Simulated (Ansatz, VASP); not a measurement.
One calculation of Ga, two programs

The input INCAR:

```
PREC     = Accurate       # precision mode
ENCUT    = 520            # plane-wave cutoff, eV
EDIFF    = 1E-6           # SCF threshold, eV
ISMEAR   = -1             # smearing method
SIGMA    = 0.05           # smearing width, eV
LREAL    = False          # projectors in reciprocal space
LASPH    = True           # aspherical terms in the spheres
NELM     = 80             # most SCF steps
ALGO     = Fast           # electronic algorithm
ISIF     = 2              # what is computed and relaxed
LWAVE    = False          # write WAVECAR
LCHARG   = False          # write CHGCAR
GGA      = CA             # functional
NBANDS   = 20             # bands
```

The input KPOINTS:

```
Automatic mesh
0
Gamma
  10 10 8
```

File POSCAR:

```
Ga
1.0
    1.3921592073     -4.0531663400      0.0000000000
    1.3921592073      4.0531663400      0.0000000000
   -0.1182253154      0.0000000000      3.3519825971
Ga
2
Direct
    0.1310000000      0.8690000000      0.7500000000
    0.8690000000      0.1310000000      0.2500000000
```

The input input.yaml:

```yaml
crystal:
  lattice:
    - [1.3921592073, -4.05316634, 0.0]
    - [1.3921592073, 4.05316634, 0.0]
    - [-0.1182253154, 0.0, 3.3519825971]
  atoms:
    - { symbol: Ga, position: [0.131, 0.869, 0.75] }
    - { symbol: Ga, position: [0.869, 0.131, 0.25] }
kpoints:
  mp_grid: { grid: [10, 10, 8] }
scf:
  occupations: { method: fermi_dirac, width: 0.05 }
hamiltonian:
  xc: lda
  pseudopotentials: { kind: all_electron, lapw: { basis_error: 0.001 } }
output:
  forces: true
  stress: true
  eigenvalues: true
```

Change from the starting cell: volume scaled by 1.02.

Alike in both runs: task single point; functional LDA; k mesh 10 × 10 × 8; occupations fermi-dirac, width 0.05 eV; no spin polarisation.

```csv
,VASP,Ansatz
version,VASP 6.6.1,Ansatz 0.2.0
potentials or method,"VASP PAW LDA potentials, release 64 (Ga_d), cutoff 520 eV","all-electron LAPW, scalar-relativistic"
```

Ansatz gave:

| Property | Result |
| --- | --- |
| gap on the k mesh at the Fermi level (eV) | none |
| pressure (GPa) | -4.8 |
| traceless stress, the component that is largest in VASP (GPa) | -0.46 |
| rms of the force components (eV/Å) | 0.097 |

Estimate VASP's values.

gap on the k mesh at the Fermi level (eV): none; pressure (GPa): -4.8; traceless stress, the component that is largest in VASP (GPa): -0.47; rms of the force components (eV/Å): 0.100.

LDA's correlation is that of Perdew and Zunger in VASP and of Perdew and Wang (1992) in Ansatz. Atom by atom the forces differ by 0.003 eV/Å (rms over components). A gap of «none» marks a metal or a gap that the smearing closes. Ansatz ran all-electron here, and VASP with PAW potentials.
